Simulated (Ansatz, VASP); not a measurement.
## SnSe: VASP beside Ansatz

```
Sn Se
1.0
     0.00000    3.06216    3.06216
     3.06216    0.00000    3.06216
     3.06216    3.06216    0.00000
Sn Se
1 1
Direct
  0.00000 0.00000 0.00000
  0.50000 0.50000 0.50000
```

Change from the starting cell: hydrostatic strain +2.0%.

Alike in both runs: task single point; functional HSE06; k mesh 6 × 6 × 6; occupations fermi-dirac, width 0.02 eV; no spin polarisation.

|  | VASP | Ansatz |
| --- | --- | --- |
| version | VASP 6.6.1 | Ansatz 0.2.0 |
| potentials or method | VASP PAW PBE potentials, release 64 (Sn_d, Se) | plane waves, PAW |
| plane-wave cutoff (eV) | 400 | 420 |
| valence electrons in the cell | 20 | 30 |

Ansatz gave:

| Quantity | Value |
| --- | --- |
| pressure (GPa) | -2.9 |

**Question.** What did VASP give for the same quantities?

**Answer.** Pressure (GPa): -3.0.

The functional is the same, so the differences come from potentials, cutoffs and numerics. VASP's potentials hold 20 valence electrons a cell and Ansatz's 30, so a difference there can come from the potentials and not from the codes. Ansatz's warnings: stress exchange threshold loose, stress scf threshold loose.
